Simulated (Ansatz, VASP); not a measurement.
**Ir in VASP and in Ansatz**

```
CELL_PARAMETERS angstrom
2.75138 0.00000 0.00000
-1.37569 2.38276 0.00000
0.00000 0.00000 4.46229
ATOMIC_POSITIONS crystal
Ir 0.33333 0.66667 0.25000
Ir 0.66667 0.33333 0.75000
```

Alike in both runs: task single point; functional HSE06; k mesh 5 × 5 × 3; occupations fermi-dirac, width 0.05 eV; non-collinear spin, spin-orbit coupling.

```csv
,VASP,Ansatz
version,VASP 6.6.1,Ansatz 0.2.0
potentials or method,"VASP PAW PBE potentials, release 64 (Ir)",Ansatz PAW
plane-wave cutoff (eV),520,420
valence electrons in the cell,18,34
```

```csv
,VASP,Ansatz,Ansatz less VASP
pressure (GPa),-8.3,-11.7,-3.42
"traceless stress, the component that is largest in VASP (GPa)",3.77,3.45,-0.320
```

With one functional, cell and mesh, what is left measures potentials, basis and numerics. VASP's potentials hold 18 valence electrons a cell and Ansatz's 34, so a difference there can come from the potentials and not from the codes.

The k mesh is coarse, so the values compare programs but aren't converged.
